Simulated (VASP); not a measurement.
## NbSi (CsCl type): single point with LDA

NbSi (CsCl type):

```
Nb Si
1.0
     2.46841    0.00000    0.00000
     0.00000    2.46841    0.00000
     0.00000    0.00000    2.46841
Nb Si
1 1
Direct
  0.00000 0.00000 0.00000
  0.50000 0.50000 0.50000
```

This cell differs from its parent crystal: volume scaled by 0.5.

```yaml
Program: VASP 6.6.1
Task: single point
Functional: LDA
Potentials_or_basis: VASP PAW LDA potentials, release 64 (Nb_sv, Si)
Cutoff: 520 eV
k_mesh: 14 × 14 × 14
Occupations: fermi-dirac, width 0.1 eV
Spin: no spin polarisation
Dipole_correction: no
Further_INCAR_settings: ALGO = Normal; EDIFF = 1e-07; NBANDS = 16
```

```
Pressure : 496.5 GPa
```

Levels at points of the mesh, in eV from the Fermi level:
```csv
k point,band 5,band 6,band 7,band 8,band 9,band 10,band 11,band 12,band 13,band 14
"(0.00, 0.00, 0.00)",-14.39,-8.24,-8.24,3.93,3.93,3.93,6.28,6.28,6.28,13.90
"(0.50, 0.00, 0.00)",-9.52,-6.64,-5.29,-3.10,-3.10,2.26,5.66,9.98,12.43,12.43
"(0.50, 0.50, 0.00)",-13.70,-4.78,-1.88,-1.88,-1.50,-1.50,8.24,9.71,13.21,14.84
"(0.50, 0.50, 0.50)",-11.23,-11.23,-11.23,-1.74,9.73,9.73,9.73,10.27,10.27,18.72
```

It took 43 s on 1 thread of Intel Xeon 8259CL, with other jobs on the host, peak memory 0.14 GiB.
